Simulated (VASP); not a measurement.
# MgO (P6_3/mmc) in VASP: notebook, part 2 of 2

VASP 6.6.1.

### Step 4. Single point, PBE

This run uses another cell than the first one, of 11.26 Å³/atom, 1.010 times its volume.

Input file INCAR:

```
SYSTEM = MgO
  ALGO = Normal
  EDIFF = 1E-7
  ENCUT = 520
  GGA = PE
  ISIF = 2
  ISMEAR = 0
  LASPH = .TRUE.
  LCHARG = .FALSE.
  LREAL = .FALSE.
  LWAVE = .FALSE.
  NBANDS = 16
  NELM = 100
  PREC = Accurate
  SIGMA = 0.05
```

Input file KPOINTS:

```
k-points
0
G
  9 9 6
  0 0 0
```

Input file POSCAR:

```
MgO
1.0
    3.5565000000      0.0000000000      0.0000000000
   -1.7782500000      3.0800193485      0.0000000000
    0.0000000000      0.0000000000      4.1122000000
Mg O
2 2
Direct
    0.6666666667      0.3333333333      0.7500000000
    0.3333333333      0.6666666667      0.2500000000
    0.6666666667      0.3333333333      0.2500000000
    0.3333333333      0.6666666667      0.7500000000
```

Potentials or basis: VASP PAW PBE potentials, release 64 (Mg, O).

Command:

```console
$ cat potpaw_PBE.64/Mg/POTCAR potpaw_PBE.64/O/POTCAR > POTCAR
$ mpirun -np 1 vasp_std > vasp.out
```

OUTCAR:

```text
SYSTEM = MgO
   EDIFF = 1E-7
   ENCUT = 520
   GGA = PE
   ISIF = 2
   ISMEAR = 0
   LASPH = .TRUE.
   LREAL = .FALSE.
   NELM = 100
   PREC = Accurate

 ion  position               nearest neighbor table
   1  0.667  0.333  0.750-   4 2.05   4 2.05   4 2.05   3 2.06   3 2.06   2 2.91   2 2.91   2 2.91
                             2 2.91   2 2.91   2 2.91
   2  0.333  0.667  0.250-   3 2.05   3 2.05   3 2.05   4 2.06   4 2.06   1 2.91   1 2.91   1 2.91
                             1 2.91   1 2.91   1 2.91
   3  0.667  0.333  0.250-   2 2.05   2 2.05   2 2.05   1 2.06   1 2.06
   4  0.333  0.667  0.750-   1 2.05   1 2.05   1 2.05   2 2.06   2 2.06

  LATTYP: Found a hexagonal cell.
 ALAT       =     3.5565000000
 C/A-ratio  =     1.1562491213

  Lattice vectors:

 A1 = (   3.5565000000,   0.0000000000,   0.0000000000)
 A2 = (  -1.7782500000,   3.0800193485,   0.0000000000)
 A3 = (   0.0000000000,   0.0000000000,   4.1122000000)

Analysis of symmetry for initial positions (statically):
=====================================================================
 Subroutine PRICEL returns:
 Original cell was already a primitive cell.

 Routine SETGRP: Setting up the symmetry group for a
 hexagonal supercell.

 Subroutine GETGRP returns: Found 24 space group operations
 (whereof 12 operations were pure point group operations)
 out of a pool of 24 trial point group operations.

The static configuration has the point symmetry D_3d.
 The point group associated with its full space group is D_6h.

Analysis of symmetry for dynamics (positions and initial velocities):
=====================================================================
 Subroutine PRICEL returns:
 Original cell was already a primitive cell.

 Routine SETGRP: Setting up the symmetry group for a
 hexagonal supercell.

 Subroutine GETGRP returns: Found 24 space group operations
 (whereof 12 operations were pure point group operations)
 out of a pool of 24 trial point group operations.

The dynamic configuration has the point symmetry D_3d.
 The point group associated with its full space group is D_6h.

 Subroutine INISYM returns: Found 24 space group operations
 (whereof 12 operations are pure point group operations),
 and found     1 'primitive' translations

----------------------------------------------------------------------------------------

                                     Primitive cell

  volume of cell :      45.0454

  direct lattice vectors                    reciprocal lattice vectors
     3.556500000  0.000000000  0.000000000     0.281175313  0.162336643  0.000000000
    -1.778250000  3.080019349  0.000000000     0.000000000  0.324673285  0.000000000
     0.000000000  0.000000000  4.112200000     0.000000000  0.000000000  0.243178834

  length of vectors
     3.556500000  3.556500000  4.112200000     0.324673285  0.324673285  0.243178834

  position of ions in fractional coordinates (direct lattice)
     0.666666667  0.333333333  0.750000000
     0.333333333  0.666666667  0.250000000
     0.666666667  0.333333333  0.250000000
     0.333333333  0.666666667  0.750000000

  ion indices of the primitive-cell ions
   primitive index   ion index
                 1           1
                 2           2
                 3           3
                 4           4

[... 21 lines left out ...]
 Subroutine IBZKPT returns following result:
 ===========================================

 Found     48 irreducible k-points:

 Following reciprocal coordinates:
            Coordinates               Weight
  0.000000  0.000000  0.000000      1.000000
  0.111111  0.000000  0.000000      6.000000
  0.222222 -0.000000  0.000000      6.000000
  0.333333 -0.000000  0.000000      6.000000
  0.444444 -0.000000  0.000000      6.000000
  0.111111  0.111111  0.000000      6.000000
[... 16 lines left out ...]
  0.333333  0.222222  0.166667     24.000000
  0.333333  0.333333  0.166667      4.000000
 [... further k-points ...]
   k-points           NKPTS =     48   k-points in BZ     NKDIM =     48   number of bands    NBANDS=     16
   number of dos      NEDOS =    301   number of ions     NIONS =      4
   total plane-waves  NPLWV =  25088
   dimension x,y,z NGX =    28 NGY =   28 NGZ =   32
   dimension x,y,z NGXF=    56 NGYF=   56 NGZF=   64
   ions per type =               2   2
   NGX,Y,Z   is equivalent  to a cutoff of  13.09, 13.09, 12.94 a.u.
   NGXF,Y,Z  is equivalent  to a cutoff of  26.18, 26.18, 25.87 a.u.
 SYSTEM =  MgO
   PREC   = accura    normal or accurate (medium, high low for compatibility)
   ISTART =      0    job   : 0-new  1-cont  2-samecut
   ICHARG =      2    charge: 1-file 2-atom 10-const
   ISPIN  =      1    spin polarized calculation?
   LNONCOLLINEAR =      F non collinear calculations
   LSORBIT =      F    spin-orbit coupling
   LASPH  =      T    aspherical Exc in radial PAW
   ENCUT  =  520.0 eV  38.22 Ry    6.18 a.u.   6.61  6.61  7.65*2*pi/ulx,y,z
   NELM   =    100;   NELMIN=  2; NELMDL= -5     # of ELM steps
   EDIFF  = 0.1E-06   stopping-criterion for ELM
   LREAL  =      F    real-space projection
   EDIFFG = 0.1E-05   stopping-criterion for IOM
   NSW    =      0    number of steps for IOM
   IBRION =     -1    ionic relax: 0-MD 1-quasi-New 2-CG
   NFREE  =      0    steps in history (QN), initial steepest desc. (CG)
   ISIF   =      2    stress and relaxation
   ISYM   =      2    0-nonsym 1-usesym 2-fastsym
   POTIM  = 0.5000    time-step for ionic-motion
   TEBEG  =    0.0;   TEEND  =   0.0 temperature during run
   PSTRESS=    0.0 pullay stress
   NELECT =      16.0000    total number of electrons
   NUPDOWN=      -1.0000    fix difference up-down
   EMIN   =  10.00;   EMAX   =-10.00  energy-range for DOS
   EFERMI =   0.00;   METHOD = LEGACY
   ISMEAR =     0;   SIGMA  =   0.05  broadening in eV -4-tet -1-fermi 0-gaus
   EFERMI_NEDOS =   21; number of points for ismear=-14 and -15
   IALGO  =     38    algorithm
   IMIX   =      4    mixing-type and parameters
     AMIX     =   0.40;   BMIX     =  1.00
     AMIX_MAG =   1.60;   BMIX_MAG =  1.00
  volume/ion in A,a.u.               =      11.26        76.00
  Fermi-wavevector in a.u.,A,eV,Ry     =   1.159395  2.190938 18.288899  1.344196
  Thomas-Fermi vector in A             =   2.295988
   LORBIT       =      0    0 simple, 1 ext, 2 COOP (PROOUT), +10 PAW based schemes
   GGA     = PE    functional components
   LHFCALC =     F    Hartree Fock is set to
   AEXX    =    0.0000 exact exchange contribution
   IVDW    =     0    specifies the selected vdW correction
   LEPSILON=     F    determine dielectric tensor
   LRPA    =     F    only Hartree local field effects (RPA)
 non-spin polarized calculation
 Gauss-broadening in eV      SIGMA  =   0.05
  energy-cutoff  :      520.00
  volume of cell :       45.05
 maximum number of plane-waves:      1252
 NGX is ok and might be reduce to    28
   NGX = 13   NGY = 13   NGZ = 15

 number of electron      16.0000001 magnetization

 Free energy of the ion-electron system (eV)
  ---------------------------------------------------
  ext. energy  EPLUGINS =         0.00000000
  ---------------------------------------------------
  free energy    TOTEN  =       -23.64876316 eV

  energy without entropy =      -23.64876316  energy(sigma->0) =      -23.64876316

 E-fermi :   2.0935     XC(G=0):  -9.9562

 val. band max:        1.7823065323   @ k =   0.0000   0.0000   0.0000
 cond. band min:       5.1491577457   @ k =   0.0000   0.0000   0.0000
 fundamental gap:      3.3668512134
 Fermi energy:         2.0934972734

 k-point     1 :       0.0000    0.0000    0.0000
  band No.  band energies     occupation
      1     -15.0059      2.00000
      2     -13.6133      2.00000
      3      -1.6473      2.00000
      4       0.0911      2.00000
      5       0.0911      2.00000
      6       1.1043      2.00000
[... 433 lines left out ...]
      3      -1.5896      2.00000
      4      -0.9221      2.00000
      5      -0.9221      2.00000
      6       0.7145      2.00000
[... 8 lines left out ...]
     15      16.0545      0.00000
     16      18.0777      0.00000

 [... further k-points ...]
[... 5 lines left out ...]
  --------------------------------------------------------------------------------------
  -------------------------------------------------------------------------------------
  Total       -0.2745979     -0.2745979      1.7137346      0.0000000      0.0000000      0.0000000
  in kB       -9.7669121     -9.7669121     60.9542039      0.0000000      0.0000000      0.0000000
  external PRESSURE =      13.8067932 kB  Pullay stress =       0.0000000 kB

 VOLUME and BASIS-vectors are now :
 -----------------------------------------------------------------------------
  energy-cutoff  :      520.00
  volume of cell :       45.05
      direct lattice vectors                 reciprocal lattice vectors
     3.556500000  0.000000000  0.000000000     0.281175313  0.162336643  0.000000000
    -1.778250000  3.080019349  0.000000000     0.000000000  0.324673285  0.000000000
     0.000000000  0.000000000  4.112200000     0.000000000  0.000000000  0.243178834

 POSITION                                       TOTAL-FORCE (eV/Angst)
 -----------------------------------------------------------------------------------
      1.77825      1.02667      3.08415        -0.000000      0.000000      0.000000
     -0.00000      2.05335      1.02805         0.000000     -0.000000      0.000000
      1.77825      1.02667      1.02805         0.000000      0.000000      0.000000
     -0.00000      2.05335      3.08415         0.000000      0.000000      0.000000
 -----------------------------------------------------------------------------------
    total drift:                                0.000000     -0.000000      0.000000

  FREE ENERGIE OF THE ION-ELECTRON SYSTEM (eV)
  ---------------------------------------------------
  free  energy   TOTEN  =       -23.6487631648 eV

  energy  without entropy=      -23.6487631648  energy(sigma->0) =      -23.64876316
```

stdout:

```text
POSCAR found type information on POSCAR MgO
 POSCAR found :  2 types and       4 ions
 scaLAPACK will be used
 LDA part: xc-table for (Slater+PW92), standard interpolation
 POSCAR, INCAR and KPOINTS ok, starting setup
 FFT: planning ... GRIDC
 FFT: planning ... GRID_SOFT
 FFT: planning ... GRID
 WAVECAR not read
 entering main loop
```

Wall time 14 s (1 thread of Intel Xeon 6975P-C (Granite Rapids), shared host); peak memory 0.17 GiB.

What came out:

```
Free energy            : -23.6488 eV
Pressure               : 1.4 GPa
Band gap on the k mesh : 3.37 eV, direct
```

Levels at points of the mesh, in eV from the valence-band top:
| k point | band 6 | band 7 | band 8 | band 9 | band 10 | band 11 |
| --- | --- | --- | --- | --- | --- | --- |
| (0.00, 0.00, 0.00) | -0.68 | -0.68 | 0.00 | 3.37 | 9.49 | 12.21 |
| (0.00, 0.00, 0.50) | -1.20 | -1.20 | -1.20 | 6.43 | 6.43 | 12.57 |

### Step 5. Single point, PBE

This run uses another cell than the first one, of 11.27 Å³/atom, 1.010 times its volume.

Input file INCAR:

```
SYSTEM = MgO
PREC = Accurate
ENCUT = 520
EDIFF = 1E-6
ISMEAR = 0
SIGMA = 0.05
LREAL = .False.
LASPH = .True.
NELM = 60
ALGO = Normal
ISIF = 2
LWAVE = .False.
LCHARG = .False.
GGA = PE
NBANDS = 16
```

Input file KPOINTS:

```
regular mesh
0
Gamma
  9 9 6
  0 0 0
```

Input file POSCAR:

```
MgO
1.0
    3.4861000000      0.0000000000      0.0000000000
   -1.7430500000      3.0190511601      0.0000000000
    0.0000000000      0.0000000000      4.2818000000
Mg O
2 2
Direct
    0.6666666667      0.3333333333      0.7500000000
    0.3333333333      0.6666666667      0.2500000000
    0.6666666667      0.3333333333      0.2500000000
    0.3333333333      0.6666666667      0.7500000000
```

Command:

```console
$ cat potpaw_PBE.64/Mg/POTCAR potpaw_PBE.64/O/POTCAR > POTCAR
$ mpirun -np 1 vasp_std > vasp.out
```

Wall time 15 s (1 thread of Intel Xeon 6975P-C (Granite Rapids), shared host); peak memory 0.17 GiB.

The run converged. Its results:

- Free energy: -23.6682 eV
- Pressure: 0.7 GPa
- Band gap on the k mesh: 3.28 eV, direct

Stress tensor (GPa, compression positive):
```
 1.81  0.00  0.00
 0.00  1.81  0.00
 0.00  0.00 -1.43
```

Levels at points of the mesh, in eV from the valence-band top:
| k point | band 5 | band 6 | band 7 | band 8 | band 9 | band 10 | band 11 | band 12 |
| --- | --- | --- | --- | --- | --- | --- | --- | --- |
| (0.00, 0.00, 0.00) | -1.69 | -0.84 | -0.84 | 0.00 | 3.28 | 9.18 | 11.81 | 12.51 |
| (0.00, 0.00, 0.50) | -1.28 | -1.28 | -1.28 | -1.28 | 6.28 | 6.28 | 12.87 | 12.87 |

### Step 6. Overview

| cell | gap on the mesh (eV) | pressure (GPa) |
| --- | --- | --- |
| a = 3.521, b = 3.521, c = 4.155 Å, angles 90.0, 90.0, 120.0°, 4 atoms | 3.39 | 2.2 |
| a = 3.451, b = 3.451, c = 4.324 Å, angles 90.0, 90.0, 120.0°, 4 atoms | 3.31 | 2.3 |
| a = 3.557, b = 3.556, c = 4.112 Å, angles 90.0, 90.0, 120.0°, 4 atoms | 3.37 | 1.4 |
| a = 3.486, b = 3.486, c = 4.282 Å, angles 90.0, 90.0, 120.0°, 4 atoms | 3.28 | 0.7 |

Alike in all rows: task single point; level PBE; potentials or basis VASP PAW PBE potentials, release 64 (Mg, O); no spin polarisation; k mesh 9 × 9 × 6; cutoff (eV) 520; smearing gaussian 0.05 eV.

Absolute energies hang on the potentials; compare differences alone.
